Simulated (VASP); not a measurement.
# HgTe (F-43m) in VASP: a series of runs

Runs on HgTe. Level: LDA. Tasks: electric field gradients.

Everything below comes from runs of VASP 6.6.1. Logs are shortened: lines on timing, memory, paths and dates and some standing lists are left out, and cuts for length are marked.

### Step 1. The cell of the first run

Symmetry: F-43m, No. 216, cubic system. Conventional cell: a = 6.338 Å, b = 6.338 Å, c = 6.338 Å, α = 90.00°, β = 90.00°, γ = 90.00°. Hg (site symmetry -43m) has 4 Te at 2.74 Å within 3.6 Å. Within 3.6 Å of Te (site symmetry -43m) lie 4 Hg at 2.74 Å.

### Step 2. Electric field gradients, LDA (volume scaled by 0.95)

File INCAR:

```
PREC = Accurate
ENCUT = 520
EDIFF = 1E-8
ISMEAR = -1
SIGMA = 0.03
LREAL = False
LASPH = True
NELM = 80
ALGO = Normal
ISIF = 2
LWAVE = False
LCHARG = False
LEFG = True
NBANDS = 16
```

File KPOINTS:

```
regular mesh
0
Gamma
  11 11 11
```

File POSCAR:

```
HgTe
1.0
    0.0000000000      3.1688538499      3.1688538499
    3.1688538499      0.0000000000      3.1688538499
    3.1688538499      3.1688538499      0.0000000000
Hg Te
1 1
Direct
    0.0000000000      0.0000000000      0.0000000000
    0.7500000000      0.7500000000      0.7500000000
```

Potentials or basis: VASP PAW LDA potentials, release 64 (Hg, Te).

Started as:

```
$ cat potpaw_LDA.64/Hg/POTCAR potpaw_LDA.64/Te/POTCAR > POTCAR
$ mpirun -np 1 vasp_std > vasp.out
```

OUTCAR:

```text
PREC = Accurate
   ENCUT = 520
   EDIFF = 1E-8
   ISMEAR = -1
   LREAL = False
   LASPH = True
   NELM = 80
   ISIF = 2

 ion  position               nearest neighbor table
   1  0.000  0.000  0.000-   2 2.74   2 2.74   2 2.74   2 2.74
   2  0.750  0.750  0.750-   1 2.74   1 2.74   1 2.74   1 2.74

  LATTYP: Found a face centered cubic cell.
 ALAT       =     6.3377076998

  Lattice vectors:

 A1 = (   0.0000000000,   3.1688538499,   3.1688538499)
 A2 = (   3.1688538499,   0.0000000000,   3.1688538499)
 A3 = (   3.1688538499,   3.1688538499,   0.0000000000)

Analysis of symmetry for initial positions (statically):
=====================================================================
 Subroutine PRICEL returns:
 Original cell was already a primitive cell.

 Routine SETGRP: Setting up the symmetry group for a
 face centered cubic supercell.

 Subroutine GETGRP returns: Found 24 space group operations
 (whereof 24 operations were pure point group operations)
 out of a pool of 48 trial point group operations.

The static configuration has the point symmetry T_d .

Analysis of symmetry for dynamics (positions and initial velocities):
=====================================================================
 Subroutine PRICEL returns:
 Original cell was already a primitive cell.

 Routine SETGRP: Setting up the symmetry group for a
 face centered cubic supercell.

 Subroutine GETGRP returns: Found 24 space group operations
 (whereof 24 operations were pure point group operations)
 out of a pool of 48 trial point group operations.

The dynamic configuration has the point symmetry T_d .

 Subroutine INISYM returns: Found 24 space group operations
 (whereof 24 operations are pure point group operations),
 and found     1 'primitive' translations

----------------------------------------------------------------------------------------

                                     Primitive cell

  volume of cell :      63.6409

  direct lattice vectors                    reciprocal lattice vectors
     0.000000000  3.168853850  3.168853850    -0.157785756  0.157785756  0.157785756
     3.168853850  0.000000000  3.168853850     0.157785756 -0.157785756  0.157785756
     3.168853850  3.168853850  0.000000000     0.157785756  0.157785756 -0.157785756

  length of vectors
[... 114 lines left out ...]
  energy-cutoff  :      520.00
  volume of cell :       63.64
 maximum number of plane-waves:      1735
 NGX is ok and might be reduce to    36
   NGX = 17   NGY = 17   NGZ = 17

 number of electron      17.9999999 magnetization

 Free energy of the ion-electron system (eV)
  ---------------------------------------------------
  ext. energy  EPLUGINS =         0.00000000
  ---------------------------------------------------
  free energy    TOTEN  =        -5.01041506 eV

  energy without entropy =       -5.01028834  energy(sigma->0) =       -5.01035170

 E-fermi :   3.5929     XC(G=0):  -9.3614

 val. band max:        3.5637572256   @ k =   0.0000   0.0000   0.0000
 cond. band min:       4.0605233586   @ k =   0.0909   0.0000   0.0000
 fundamental gap:      0.4967661330
 Fermi energy:         3.5928731196

 k-point     1 :       0.0000    0.0000    0.0000
  band No.  band energies     occupation
      1      -8.9267      2.00000
      2      -4.1806      2.00000
      3      -4.1806      2.00000
      4      -4.1806      2.00000
      5      -3.5726      2.00000
      6      -3.5726      2.00000
[... 433 lines left out ...]
      3      -4.0578      2.00000
      4      -3.9692      2.00000
      5      -3.6009      2.00000
      6      -3.5428      2.00000
[... 8 lines left out ...]
     15      12.6629      0.00000
     16      12.8945      0.00000

 [... further k-points ...]
[... 5 lines left out ...]
  --------------------------------------------------------------------------------------
  -------------------------------------------------------------------------------------
  Total        1.0989979      1.0989979      1.0989979      0.0000000      0.0000000      0.0000000
  in kB       27.6675584     27.6675584     27.6675584      0.0000000      0.0000000      0.0000000
  external PRESSURE =      27.6675584 kB  Pullay stress =       0.0000000 kB

 VOLUME and BASIS-vectors are now :
 -----------------------------------------------------------------------------
  energy-cutoff  :      520.00
  volume of cell :       63.64
      direct lattice vectors                 reciprocal lattice vectors
     0.000000000  3.168853850  3.168853850    -0.157785756  0.157785756  0.157785756
     3.168853850  0.000000000  3.168853850     0.157785756 -0.157785756  0.157785756
     3.168853850  3.168853850  0.000000000     0.157785756  0.157785756 -0.157785756

 POSITION                                       TOTAL-FORCE (eV/Angst)
 -----------------------------------------------------------------------------------
      0.00000      0.00000      0.00000        -0.000000     -0.000000     -0.000000
      4.75328      4.75328      4.75328         0.000000      0.000000      0.000000
 -----------------------------------------------------------------------------------
    total drift:                               -0.000000     -0.000000     -0.000000

  FREE ENERGIE OF THE ION-ELECTRON SYSTEM (eV)
  ---------------------------------------------------
  free  energy   TOTEN  =        -5.0104150563 eV

  energy  without entropy=       -5.0102883377  energy(sigma->0) =       -5.01035170

 Electric field gradients (V/A^2)
---------------------------------------------------------------------
 ion       V_xx      V_yy      V_zz      V_xy      V_xz      V_yz
---------------------------------------------------------------------
   1      -0.000    -0.000    -0.000    -0.001    -0.001    -0.001
   2       0.000     0.000    -0.000     0.000     0.000     0.000
---------------------------------------------------------------------

 Electric field gradients after diagonalization (V/A^2)
 (convention: |V_zz| > |V_xx| > |V_yy|)
----------------------------------------------------------------------
 ion       V_xx      V_yy      V_zz     asymmetry (V_yy - V_xx)/ V_zz
----------------------------------------------------------------------
   1       0.001     0.001    -0.001       0.000
   2      -0.000    -0.000     0.000       0.000
----------------------------------------------------------------------

           NMR quadrupolar parameters

 Cq : quadrupolar parameter    Cq=e*Q*V_zz/h
 eta: asymmetry parameters     (V_yy - V_xx)/ V_zz
 Q  : nuclear electric quadrupole moment in mb (millibarn)
----------------------------------------------------------------------
 ion       Cq(MHz)       eta       Q (mb)
----------------------------------------------------------------------
   1      -0.000       0.000       1.000
   2       0.000       0.000       1.000
----------------------------------------------------------------------
```

OSZICAR:

```text
N       E                     dE             d eps       ncg     rms          rms(c)
DAV:   1     0.108510640243E+03    0.10851E+03   -0.80874E+03  1792   0.982E+02
DAV:   2    -0.148830776196E+01   -0.11000E+03   -0.10267E+03  2056   0.233E+02
DAV:   3    -0.521835494429E+01   -0.37300E+01   -0.37210E+01  2224   0.448E+01
DAV:   4    -0.525190642386E+01   -0.33551E-01   -0.33549E-01  2624   0.388E+00
DAV:   5    -0.525201638126E+01   -0.10996E-03   -0.10996E-03  2352   0.190E-01    0.875E+00
DAV:   6    -0.502917923939E+01    0.22284E+00   -0.41528E-01  2184   0.915E+00    0.677E+00
DAV:   7    -0.501348402712E+01    0.15695E-01   -0.10227E-01  2152   0.228E+00    0.224E+00
DAV:   8    -0.501074318415E+01    0.27408E-02   -0.12321E-02  1976   0.133E+00    0.560E-01
DAV:   9    -0.501042218960E+01    0.32099E-03   -0.74063E-04  2304   0.308E-01    0.140E-01
DAV:  10    -0.501041443177E+01    0.77578E-05   -0.66260E-05  2360   0.723E-02    0.525E-02
DAV:  11    -0.501041654653E+01   -0.21148E-05   -0.18144E-05  2296   0.415E-02    0.356E-02
DAV:  12    -0.501041508995E+01    0.14566E-05   -0.34312E-06  1952   0.185E-02    0.141E-02
DAV:  13    -0.501041511266E+01   -0.22703E-07   -0.29942E-07  2264   0.314E-03    0.100E-02
DAV:  14    -0.501041505586E+01    0.56793E-07   -0.14807E-07  2224   0.465E-03    0.127E-03
DAV:  15    -0.501041505635E+01   -0.48681E-09   -0.27894E-08  2104   0.955E-04
   1 F= -.50104151E+01 E0= -.50103517E+01  d E =-.126719E-03
```

stdout:

```text
POSCAR found type information on POSCAR HgTe
 POSCAR found :  2 types and       2 ions
 scaLAPACK will be used
 LDA part: xc-table for (Slater(with rela. corr.)+CA(PZ))
 , standard interpolation
 POSCAR, INCAR and KPOINTS ok, starting setup
 FFT: planning ... GRIDC
 FFT: planning ... GRID_SOFT
 FFT: planning ... GRID
 WAVECAR not read
 entering main loop
ion   1

ion   2
```

It took 57 s on 1 thread of Intel Xeon 6975P-C, shared host; peak memory 0.21 GiB.

What came out:

```yaml
Free_energy: -5.0104 eV
Pressure: 2.8 GPa
Band_gap_on_the_k_mesh: zero (filled and empty bands touch)
```

Caveat: without QUAD_EFG the Cq values of the log hold for a quadrupole moment of 1 mb, not for the nuclei; spin-orbit coupling is left out, which moves the levels of the heavy elements.

### Step 3. Electric field gradients, LDA (volume scaled by 0.975)

File INCAR:

```
  ALGO = Normal
  EDIFF = 1E-8
  ENCUT = 520
  GGA = CA
  ISIF = 2
  ISMEAR = -1
  LASPH = T
  LCHARG = F
  LEFG = T
  LREAL = F
  LWAVE = F
  NBANDS = 16
  NELM = 80
  PREC = Accurate
  SIGMA = 0.03
```

File KPOINTS:

```
k-points
0
Gamma
  11 11 11
```

File POSCAR:

```
HgTe
1.0
    0.0000000000      3.1964104840      3.1964104840
    3.1964104840      0.0000000000      3.1964104840
    3.1964104840      3.1964104840      0.0000000000
Hg Te
1 1
Direct
    0.0000000000      0.0000000000      0.0000000000
    0.7500000000      0.7500000000      0.7500000000
```

Potentials or basis: VASP PAW LDA potentials, release 64 (Hg, Te).

Started as:

```
$ cat potpaw_LDA.64/Hg/POTCAR potpaw_LDA.64/Te/POTCAR > POTCAR
$ mpirun -np 1 vasp_std > vasp.out
```

OUTCAR:

```text
EDIFF = 1E-8
   ENCUT = 520
   GGA = CA
   ISIF = 2
   ISMEAR = -1
   LASPH = T
   LREAL = F
   NELM = 80
   PREC = Accurate

 ion  position               nearest neighbor table
   1  0.000  0.000  0.000-   2 2.77   2 2.77   2 2.77   2 2.77
   2  0.750  0.750  0.750-   1 2.77   1 2.77   1 2.77   1 2.77

  LATTYP: Found a face centered cubic cell.
 ALAT       =     6.3928209680

  Lattice vectors:

 A1 = (   0.0000000000,   3.1964104840,   3.1964104840)
 A2 = (   3.1964104840,   0.0000000000,   3.1964104840)
 A3 = (   3.1964104840,   3.1964104840,   0.0000000000)

Analysis of symmetry for initial positions (statically):
=====================================================================
 Subroutine PRICEL returns:
 Original cell was already a primitive cell.

 Routine SETGRP: Setting up the symmetry group for a
 face centered cubic supercell.

 Subroutine GETGRP returns: Found 24 space group operations
 (whereof 24 operations were pure point group operations)
 out of a pool of 48 trial point group operations.

The static configuration has the point symmetry T_d .

Analysis of symmetry for dynamics (positions and initial velocities):
=====================================================================
 Subroutine PRICEL returns:
 Original cell was already a primitive cell.

 Routine SETGRP: Setting up the symmetry group for a
 face centered cubic supercell.

 Subroutine GETGRP returns: Found 24 space group operations
 (whereof 24 operations were pure point group operations)
 out of a pool of 48 trial point group operations.

The dynamic configuration has the point symmetry T_d .

 Subroutine INISYM returns: Found 24 space group operations
 (whereof 24 operations are pure point group operations),
 and found     1 'primitive' translations

----------------------------------------------------------------------------------------

                                     Primitive cell

  volume of cell :      65.3157

  direct lattice vectors                    reciprocal lattice vectors
     0.000000000  3.196410484  3.196410484    -0.156425466  0.156425466  0.156425466
     3.196410484  0.000000000  3.196410484     0.156425466 -0.156425466  0.156425466
     3.196410484  3.196410484  0.000000000     0.156425466  0.156425466 -0.156425466

  length of vectors
     4.520407057  4.520407057  4.520407057     0.270936855  0.270936855  0.270936855

  position of ions in fractional coordinates (direct lattice)
     0.000000000  0.000000000  0.000000000
     0.750000000  0.750000000  0.750000000

  ion indices of the primitive-cell ions
   primitive index   ion index
                 1           1
                 2           2

----------------------------------------------------------------------------------------

 KPOINTS: k-points

Automatic generation of k-mesh.
 Grid dimensions read from file:
 generate k-points for:   11   11   11

 Generating k-lattice:

[... 64 lines left out ...]
   NSW    =      0    number of steps for IOM
   IBRION =     -1    ionic relax: 0-MD 1-quasi-New 2-CG
   NFREE  =      0    steps in history (QN), initial steepest desc. (CG)
   ISIF   =      2    stress and relaxation
   ISYM   =      2    0-nonsym 1-usesym 2-fastsym
   POTIM  = 0.5000    time-step for ionic-motion
   TEBEG  =    0.0;   TEEND  =   0.0 temperature during run
   PSTRESS=    0.0 pullay stress
   NELECT =      18.0000    total number of electrons
   NUPDOWN=      -1.0000    fix difference up-down
   EMIN   =  10.00;   EMAX   =-10.00  energy-range for DOS
   EFERMI =   0.00;   METHOD = LEGACY
   ISMEAR =    -1;   SIGMA  =   0.03  broadening in eV -4-tet -1-fermi 0-gaus
   EFERMI_NEDOS =   21; number of points for ismear=-14 and -15
   IALGO  =     38    algorithm
   IMIX   =      4    mixing-type and parameters
     AMIX     =   0.40;   BMIX     =  1.00
     AMIX_MAG =   1.60;   BMIX_MAG =  1.00
  volume/ion in A,a.u.               =      32.66       220.39
  Fermi-wavevector in a.u.,A,eV,Ry     =   1.065352  2.013223 15.442270  1.134975
  Thomas-Fermi vector in A             =   2.200901
   LORBIT       =      0    0 simple, 1 ext, 2 COOP (PROOUT), +10 PAW based schemes
   GGA     = CA    functional components
   LHFCALC =     F    Hartree Fock is set to
   AEXX    =    0.0000 exact exchange contribution
   IVDW    =     0    specifies the selected vdW correction
   LEPSILON=     F    determine dielectric tensor
   LRPA    =     F    only Hartree local field effects (RPA)
 non-spin polarized calculation
  energy-cutoff  :      520.00
  volume of cell :       65.32
 maximum number of plane-waves:      1807
 NGX is ok and might be reduce to    36
   NGX = 17   NGY = 17   NGZ = 17

 number of electron      17.9999998 magnetization

 Free energy of the ion-electron system (eV)
  ---------------------------------------------------
  ext. energy  EPLUGINS =         0.00000000
  ---------------------------------------------------
  free energy    TOTEN  =        -5.03177449 eV

  energy without entropy =       -5.03164202  energy(sigma->0) =       -5.03170825

 E-fermi :   3.2978     XC(G=0):  -9.2461

 val. band max:        3.2670120936   @ k =   0.0000   0.0000   0.0000
 cond. band min:       3.7340194324   @ k =   0.0909   0.0000   0.0000
 fundamental gap:      0.4670073389
 Fermi energy:         3.2977771875

 k-point     1 :       0.0000    0.0000    0.0000
  band No.  band energies     occupation
      1      -9.0204      2.00000
      2      -4.3097      2.00000
      3      -4.3097      2.00000
      4      -4.3097      2.00000
      5      -3.7354      2.00000
      6      -3.7354      2.00000
[... 433 lines left out ...]
      3      -4.1918      2.00000
      4      -4.0998      2.00000
      5      -3.7613      2.00000
      6      -3.7071      2.00000
[... 8 lines left out ...]
     15      12.3266      0.00000
     16      12.5673      0.00000

 [... further k-points ...]
[... 5 lines left out ...]
  --------------------------------------------------------------------------------------
  -------------------------------------------------------------------------------------
  Total        0.5202505      0.5202505      0.5202505     -0.0000000      0.0000000     -0.0000000
  in kB       12.7616101     12.7616101     12.7616101     -0.0000000      0.0000000     -0.0000000
  external PRESSURE =      12.7616101 kB  Pullay stress =       0.0000000 kB

 VOLUME and BASIS-vectors are now :
 -----------------------------------------------------------------------------
  energy-cutoff  :      520.00
  volume of cell :       65.32
      direct lattice vectors                 reciprocal lattice vectors
     0.000000000  3.196410484  3.196410484    -0.156425466  0.156425466  0.156425466
     3.196410484  0.000000000  3.196410484     0.156425466 -0.156425466  0.156425466
     3.196410484  3.196410484  0.000000000     0.156425466  0.156425466 -0.156425466

 POSITION                                       TOTAL-FORCE (eV/Angst)
 -----------------------------------------------------------------------------------
      0.00000      0.00000      0.00000        -0.000000     -0.000000      0.000000
      4.79462      4.79462      4.79462         0.000000      0.000000     -0.000000
 -----------------------------------------------------------------------------------
    total drift:                               -0.000000     -0.000000     -0.000000

  FREE ENERGIE OF THE ION-ELECTRON SYSTEM (eV)
  ---------------------------------------------------
  free  energy   TOTEN  =        -5.0317744862 eV

  energy  without entropy=       -5.0316420173  energy(sigma->0) =       -5.03170825

 Electric field gradients (V/A^2)
---------------------------------------------------------------------
 ion       V_xx      V_yy      V_zz      V_xy      V_xz      V_yz
---------------------------------------------------------------------
   1       0.000    -0.000    -0.000    -0.001    -0.001    -0.001
   2       0.000    -0.000    -0.000    -0.000    -0.000    -0.000
---------------------------------------------------------------------

 Electric field gradients after diagonalization (V/A^2)
 (convention: |V_zz| > |V_xx| > |V_yy|)
----------------------------------------------------------------------
 ion       V_xx      V_yy      V_zz     asymmetry (V_yy - V_xx)/ V_zz
----------------------------------------------------------------------
   1       0.001     0.001    -0.001       0.000
   2       0.000     0.000    -0.000       0.000
----------------------------------------------------------------------

           NMR quadrupolar parameters

 Cq : quadrupolar parameter    Cq=e*Q*V_zz/h
 eta: asymmetry parameters     (V_yy - V_xx)/ V_zz
 Q  : nuclear electric quadrupole moment in mb (millibarn)
----------------------------------------------------------------------
 ion       Cq(MHz)       eta       Q (mb)
----------------------------------------------------------------------
   1      -0.000       0.000       1.000
   2      -0.000       0.000       1.000
----------------------------------------------------------------------
```

stdout:

```text
POSCAR found type information on POSCAR HgTe
 POSCAR found :  2 types and       2 ions
 scaLAPACK will be used
 LDA part: xc-table for (Slater(with rela. corr.)+CA(PZ))
 , standard interpolation
 POSCAR, INCAR and KPOINTS ok, starting setup
 FFT: planning ... GRIDC
 FFT: planning ... GRID_SOFT
 FFT: planning ... GRID
 WAVECAR not read
 entering main loop
ion   1

ion   2
```

Wall time 62 s (1 thread of Intel Xeon 6975P-C, shared host); peak memory 0.21 GiB.

What came out:

```
Free energy            : -5.0318 eV
Pressure               : 1.3 GPa
Band gap on the k mesh : zero (filled and empty bands touch)
```

Caveat: without QUAD_EFG the Cq values of the log hold for a quadrupole moment of 1 mb, not for the nuclei; spin-orbit coupling is left out, which moves the levels of the heavy elements.
